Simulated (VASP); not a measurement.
# TiAl in VASP: single point with PBE

Aim: the single point of TiAl with PBE.

All numbers are computed with VASP 6.6.1; they aren't measurements. Logs are shortened: lines on timing, memory, paths and dates and some standing lists are left out, and cuts for length are marked.

## (1) The cell of the first run

The typed cell holds 2 atoms: a = 3.237 Å, b = 3.202 Å, c = 3.179 Å, α = 89.65°, β = 90.09°, γ = 91.12°.

## (2) Single point, PBE

INCAR

```
SYSTEM = TiAl
PREC = Accurate
ENCUT = 520
EDIFF = 1E-7
ISMEAR = 0
SIGMA = 0.15
LREAL = .FALSE.
LASPH = .TRUE.
NELM = 100
ALGO = Fast
ISIF = 2
LWAVE = .FALSE.
LCHARG = .TRUE.
GGA = PE
LELF = .TRUE.
LVHAR = .TRUE.
NBANDS = 14
```

KPOINTS

```
regular mesh
0
G
  10 10 10
  0 0 0
```

POSCAR

```
TiAl
1.0
    3.2363571368     -0.0313738462     -0.0024358282
   -0.0313738462      3.2015827107      0.0097464708
   -0.0024358282      0.0097464708      3.1790279506
Ti Al
1 1
Direct
    0.0000399277     -0.0000115734     -0.0000111754
    0.4999600723      0.5000115734      0.5000111754
```

Potentials or basis: VASP PAW PBE potentials, release 64 (Ti_sv, Al).

Started as:

```console
$ cat potpaw_PBE.64/Ti_sv/POTCAR potpaw_PBE.64/Al/POTCAR > POTCAR
$ mpirun -np 1 vasp_std > vasp.out
```

OUTCAR:

```text
SYSTEM = TiAl
   PREC = Accurate
   ENCUT = 520
   EDIFF = 1E-7
   ISMEAR = 0
   LREAL = .FALSE.
   LASPH = .TRUE.
   NELM = 100
   ISIF = 2
   GGA = PE

 ion  position               nearest neighbor table
   1  0.000  1.000  1.000-   2 2.75   2 2.75   2 2.76   2 2.76   2 2.79   2 2.79   2 2.80   2 2.80

   2  0.500  0.500  0.500-   1 2.75   1 2.75   1 2.76   1 2.76   1 2.79   1 2.79   1 2.80   1 2.80

  LATTYP: Found a triclinic cell.
 ALAT       =     3.2017512654
 B/A-ratio  =     1.0108562013
 C/A-ratio  =     0.9929078061
 COS(alpha) =     0.0015485031
 COS(beta)  =     0.0061172875
 COS(gamma) =     0.0194940090

  Lattice vectors:

 A1 = (  -0.0313738462,   3.2015827107,   0.0097464708)
 A2 = (  -3.2363571368,   0.0313738462,   0.0024358282)
 A3 = (  -0.0024358282,   0.0097464708,   3.1790279506)

Analysis of symmetry for initial positions (statically):
=====================================================================
 Subroutine PRICEL returns:
 Original cell was already a primitive cell.

 Routine SETGRP: Setting up the symmetry group for a
 triclinic supercell.

 Subroutine GETGRP returns: Found  1 space group operations
 (whereof  1 operations were pure point group operations)
 out of a pool of  2 trial point group operations.

The static configuration has the point symmetry C_1 .

Analysis of symmetry for dynamics (positions and initial velocities):
=====================================================================
 Subroutine PRICEL returns:
 Original cell was already a primitive cell.

 Routine SETGRP: Setting up the symmetry group for a
 triclinic supercell.

 Subroutine GETGRP returns: Found  1 space group operations
 (whereof  1 operations were pure point group operations)
 out of a pool of  2 trial point group operations.

The dynamic configuration has the point symmetry C_1 .

 Subroutine INISYM returns: Found  1 space group operations
 (whereof  1 operations are pure point group operations),
 and found     1 'primitive' translations

----------------------------------------------------------------------------------------

                                     Primitive cell

  volume of cell :      32.9359

  direct lattice vectors                    reciprocal lattice vectors
     3.236357137 -0.031373846 -0.002435828     0.309018905  0.003027532  0.000227494
    -0.031373846  3.201582711  0.009746471     0.003027532  0.312378092 -0.000955389
    -0.002435828  0.009746471  3.179027951     0.000227494 -0.000955389  0.314564666

  length of vectors
     3.236510122  3.201751265  3.179043824     0.309033819  0.312394223  0.314566199

  position of ions in fractional coordinates (direct lattice)
     0.000039928  0.999988427  0.999988825
     0.499960072  0.500011573  0.500011175

  ion indices of the primitive-cell ions
   primitive index   ion index
                 1           1
                 2           2

----------------------------------------------------------------------------------------

 KPOINTS: regular mesh

Automatic generation of k-mesh.
 Grid dimensions read from file:
 generate k-points for:   10   10   10

 Generating k-lattice:

  Cartesian coordinates                     Fractional coordinates (reciprocal lattice)
     0.030901891  0.000302753  0.000022749     0.100000000 -0.000000000  0.000000000
     0.000302753  0.031237809 -0.000095539     0.000000000  0.100000000  0.000000000
     0.000022749 -0.000095539  0.031456467     0.000000000  0.000000000  0.100000000

  Length of vectors
     0.030903382  0.031239422  0.031456620

  Shift w.r.t. Gamma in fractional coordinates (k-lattice)
     0.000000000  0.000000000  0.000000000

 Subroutine IBZKPT returns following result:
 ===========================================

 Found    504 irreducible k-points:

 Following reciprocal coordinates:
            Coordinates               Weight
  0.000000  0.000000  0.000000      1.000000
  0.100000  0.000000 -0.000000      2.000000
  0.200000  0.000000 -0.000000      2.000000
  0.300000  0.000000 -0.000000      2.000000
  0.400000  0.000000 -0.000000      2.000000
  0.500000  0.000000 -0.000000      1.000000
[... 16 lines left out ...]
 -0.400000  0.200000  0.000000      2.000000
 -0.300000  0.200000  0.000000      2.000000
 [... further k-points ...]
   k-points           NKPTS =    504   k-points in BZ     NKDIM =    504   number of bands    NBANDS=     14
   number of dos      NEDOS =    301   number of ions     NIONS =      2
   total plane-waves  NPLWV =  13824
   dimension x,y,z NGX =    24 NGY =   24 NGZ =   24
   dimension x,y,z NGXF=    48 NGYF=   48 NGZF=   48
   ions per type =               1   1
   NGX,Y,Z   is equivalent  to a cutoff of  12.33, 12.46, 12.55 a.u.
   NGXF,Y,Z  is equivalent  to a cutoff of  24.66, 24.92, 25.10 a.u.
 SYSTEM =  TiAl
   PREC   = accura    normal or accurate (medium, high low for compatibility)
   ISTART =      0    job   : 0-new  1-cont  2-samecut
   ICHARG =      2    charge: 1-file 2-atom 10-const
   ISPIN  =      1    spin polarized calculation?
   LNONCOLLINEAR =      F non collinear calculations
   LSORBIT =      F    spin-orbit coupling
   LASPH  =      T    aspherical Exc in radial PAW
   ENCUT  =  520.0 eV  38.22 Ry    6.18 a.u.   6.02  5.95  5.91*2*pi/ulx,y,z
   NELM   =    100;   NELMIN=  2; NELMDL= -5     # of ELM steps
   EDIFF  = 0.1E-06   stopping-criterion for ELM
   LREAL  =      F    real-space projection
   EDIFFG = 0.1E-05   stopping-criterion for IOM
   NSW    =      0    number of steps for IOM
   IBRION =     -1    ionic relax: 0-MD 1-quasi-New 2-CG
   NFREE  =      0    steps in history (QN), initial steepest desc. (CG)
   ISIF   =      2    stress and relaxation
   ISYM   =      2    0-nonsym 1-usesym 2-fastsym
   POTIM  = 0.5000    time-step for ionic-motion
   TEBEG  =    0.0;   TEEND  =   0.0 temperature during run
   PSTRESS=    0.0 pullay stress
   NELECT =      15.0000    total number of electrons
   NUPDOWN=      -1.0000    fix difference up-down
   EMIN   =  10.00;   EMAX   =-10.00  energy-range for DOS
   EFERMI =   0.00;   METHOD = LEGACY
   ISMEAR =     0;   SIGMA  =   0.15  broadening in eV -4-tet -1-fermi 0-gaus
   EFERMI_NEDOS =   21; number of points for ismear=-14 and -15
   IALGO  =     68    algorithm
   IMIX   =      4    mixing-type and parameters
     AMIX     =   0.40;   BMIX     =  1.00
     AMIX_MAG =   1.60;   BMIX_MAG =  1.00
  volume/ion in A,a.u.               =      16.47       111.13
  Fermi-wavevector in a.u.,A,eV,Ry     =   1.259550  2.380204 21.585168  1.586465
  Thomas-Fermi vector in A             =   2.393104
   LORBIT       =      0    0 simple, 1 ext, 2 COOP (PROOUT), +10 PAW based schemes
   GGA     = PE    functional components
   LHFCALC =     F    Hartree Fock is set to
   AEXX    =    0.0000 exact exchange contribution
   IVDW    =     0    specifies the selected vdW correction
   LEPSILON=     F    determine dielectric tensor
   LRPA    =     F    only Hartree local field effects (RPA)
 non-spin polarized calculation
 RMM-DIIS sequential band-by-band and
 Gauss-broadening in eV      SIGMA  =   0.15
  energy-cutoff  :      520.00
  volume of cell :       32.94
 maximum number of plane-waves:       912
   NGX = 13   NGY = 11   NGZ = 11

 number of electron      14.9999997 magnetization

 Free energy of the ion-electron system (eV)
  ---------------------------------------------------
  ext. energy  EPLUGINS =         0.00000000
  ---------------------------------------------------
  free energy    TOTEN  =       -12.11899610 eV

  energy without entropy =      -12.09016815  energy(sigma->0) =      -12.10458213

 E-fermi :   8.5140     XC(G=0): -10.9803

 val. band max:        8.5138972162   @ k =  -0.3000  -0.2000   0.4000
 cond. band min:       8.5141830809   @ k =   0.4000   0.1000   0.1000
 fundamental gap:      0.0002858646
 Fermi energy:         8.5139915553

 k-point     1 :       0.0000    0.0000    0.0000
  band No.  band energies     occupation
      1     -48.4311      2.00000
      2     -24.6500      2.00000
      3     -24.6308      2.00000
      4     -24.6218      2.00000
      5      -0.6497      2.00000
      6       7.1163      2.00000
      7       7.1499      2.00000
      8      10.2141      0.00000
      9      10.2421      0.00000
     10      10.3332      0.00000
     11      12.5561      0.00000
     12      12.8515      0.00000
     13      13.0378      0.00000
     14      17.1689      0.00000

 k-point     2 :       0.1000    0.0000   -0.0000
  band No.  band energies     occupation
      1     -48.4300      2.00000
      2     -24.6624      2.00000
      3     -24.6309      2.00000
      4     -24.6207      2.00000
      5      -0.4967      2.00000
      6       7.0120      2.00000
      7       7.2151      2.00000
      8       9.9724      0.00000
      9      10.0278      0.00000
     10      10.3337      0.00000
     11      12.0006      0.00000
     12      13.2108      0.00000
     13      13.3865      0.00000
     14      16.9752      0.00000

 k-point     3 :       0.2000    0.0000   -0.0000
  band No.  band energies     occupation
      1     -48.4271      2.00000
      2     -24.6973      2.00000
      3     -24.6286      2.00000
      4     -24.6177      2.00000
      5      -0.0459      2.00000
      6       6.5437      2.00000
      7       7.3973      2.00000
      8       9.4966      0.00000
      9       9.5706      0.00000
     10      10.3745      0.00000
     11      11.2353      0.00000
     12      14.0512      0.00000
     13      14.2121      0.00000
     14      16.4444      0.00000

 k-point     4 :       0.3000    0.0000   -0.0000
  band No.  band energies     occupation
      1     -48.4235      2.00000
      2     -24.7410      2.00000
      3     -24.6251      2.00000
      4     -24.6140      2.00000
      5       0.6781      2.00000
      6       5.5594      2.00000
      7       7.6453      2.00000
      8       9.0583      0.00000
      9       9.1416      0.00000
     10      10.4289      0.00000
     11      11.0219      0.00000
     12      15.1159      0.00000
     13      15.2759      0.00000
     14      15.7834      0.00000

 k-point     5 :       0.4000    0.0000   -0.0000
  band No.  band energies     occupation
      1     -48.4205      2.00000
      2     -24.7763      2.00000
      3     -24.6221      2.00000
      4     -24.6109      2.00000
      5       1.6229      2.00000
      6       4.3034      2.00000
      7       7.8685      2.00000
      8       8.7681      0.01658
      9       8.8545      0.00132
     10      10.4740      0.00000
     11      11.1795      0.00000
[... 276 lines left out ...]
 k-point    22 :       0.5000    0.2000    0.0000
  band No.  band energies     occupation
      1     -48.4149      2.00000
      2     -24.7822      2.00000
      3     -24.6724      2.00000
      4     -24.6055      2.00000
      5       2.7120      2.00000
      6       4.0173      2.00000
      7       7.8637      2.00000
      8       8.1244      1.99976
      9       8.9196      0.00013
     10       9.9999      0.00000
     11      11.2556      0.00000
     12      14.3040      0.00000
     13      15.2187      0.00000
     14      17.5717      0.00000

 k-point    23 :      -0.4000    0.2000    0.0000
  band No.  band energies     occupation
      1     -48.4161      2.00000
      2     -24.7688      2.00000
      3     -24.6738      2.00000
      4     -24.6066      2.00000
      5       2.0357      2.00000
      6       4.8154      2.00000
      7       7.6652      2.00000
      8       8.2843      1.96963
      9       9.0192      0.00000
     10       9.9715      0.00000
     11      11.2249      0.00000
     12      13.9382      0.00000
     13      15.5723      0.00000
     14      16.8927      0.00000

 k-point    24 :      -0.3000    0.2000    0.0000
  band No.  band energies     occupation
      1     -48.4190      2.00000
      2     -24.7341      2.00000
      3     -24.6774      2.00000
      4     -24.6097      2.00000
      5       1.1804      2.00000
      6       5.9703      2.00000
      7       7.2932      2.00000
      8       8.5178      0.97130
      9       9.2815      0.00000
     10       9.9040      0.00000
     11      11.3330      0.00000
     12      13.2087      0.00000
     13      15.9689      0.00000
     14      16.3183      0.00000

 [... further k-points ...]

------------------------ aborting loop because EDIFF is reached ----------------------------------------

  FORCE on cell =-STRESS in cart. coord.  units (eV):
  Direction    XX          YY          ZZ          XY          YZ          ZX
  --------------------------------------------------------------------------------------
  -------------------------------------------------------------------------------------
  Total       -0.2616144     -0.4178556     -0.4707745      0.2552827     -0.0708107      0.0060917
  in kB      -12.7263049    -20.3266997    -22.9009516     12.4182979     -3.4446035      0.2963338
  external PRESSURE =     -18.6513187 kB  Pullay stress =       0.0000000 kB

 VOLUME and BASIS-vectors are now :
 -----------------------------------------------------------------------------
  energy-cutoff  :      520.00
  volume of cell :       32.94
      direct lattice vectors                 reciprocal lattice vectors
     3.236357137 -0.031373846 -0.002435828     0.309018905  0.003027532  0.000227494
    -0.031373846  3.201582711  0.009746471     0.003027532  0.312378092 -0.000955389
    -0.002435828  0.009746471  3.179027951     0.000227494 -0.000955389  0.314564666

 POSITION                                       TOTAL-FORCE (eV/Angst)
 -----------------------------------------------------------------------------------
     -0.03368      3.21129      3.18874        -0.001496      0.000333      0.000399
      1.60114      1.59002      1.59321         0.001496     -0.000333     -0.000399
 -----------------------------------------------------------------------------------
    total drift:                               -0.000002     -0.000004     -0.000002

  FREE ENERGIE OF THE ION-ELECTRON SYSTEM (eV)
  ---------------------------------------------------
  free  energy   TOTEN  =       -12.1189961045 eV

  energy  without entropy=      -12.0901681482  energy(sigma->0) =      -12.10458213
```

It took 3.9 min on 1 thread of AMD EPYC 9R45 (Zen 5), shared host; peak memory 0.31 GiB.

Results:

- Free energy: -12.1190 eV
- Pressure: -1.9 GPa
- Band gap on the k mesh: zero (an odd number of electrons rules out a gap without spin polarisation)

Levels at points of the mesh, in eV from the Fermi level:
```
           k point  band 5  band 6  band 7  band 8  band 9  band 10  band 11  band 12
(0.00, 0.00, 0.00)   -9.16   -1.40   -1.36    1.70    1.73     1.82     4.04     4.34
(0.50, 0.00, 0.00)   -6.09   -5.14   -0.55    0.15    0.24     1.98     2.78     6.49
(0.00, 0.50, 0.00)   -5.99   -5.11   -0.53    0.05    0.24     1.94     2.89     6.47
(0.50, 0.50, 0.00)   -5.00   -2.25   -2.02   -1.46    0.75     0.78     2.60     4.42
(0.00, 0.00, 0.50)   -5.93   -5.10   -0.50    0.01    0.20     1.91     2.97     6.48
(0.50, 0.00, 0.50)   -4.95   -2.15   -2.05   -1.44    0.69     0.73     2.63     4.54
(0.00, 0.50, 0.50)   -4.88   -2.09   -2.01   -1.41    0.62     0.64     2.68     4.59
(0.50, 0.50, 0.50)   -3.05   -3.01   -2.98    0.48    2.66     2.70     2.73     2.89
```
